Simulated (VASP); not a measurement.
HfN:

```
Hf N
1.0
     0.00000    2.27094    2.27094
     2.27094    0.00000    2.27094
     2.27094    2.27094    0.00000
Hf N
1 1
Cartesian
  0.0000 0.0000 0.0000
  2.2709 2.2709 2.2709
```

This cell differs from its parent crystal: volume scaled by 1.02.

Base run:

| Property | Result |
| --- | --- |
| Program | VASP 6.6.1 |
| Functional | PBEsol |
| Potentials or basis | VASP PAW PBE potentials, release 64 (Hf_pv, N) |
| Cutoff | 520 eV |
| k mesh | 10 × 10 × 10 |
| Occupations | fermi-dirac, width 0.05 eV |
| Spin | no spin polarisation |

Its results: pressure -9.3 GPa.

Q: The run is repeated on the same cell with these changes: functional from PBEsol to PBE. What comes out?

A: Pressure -1.3 GPa.

PBE binds less tightly than PBEsol, so the same cell stands under more pressure.

Caveats: the PAW data sets were made with another functional, which shifts forces and pressure a little (some runs).
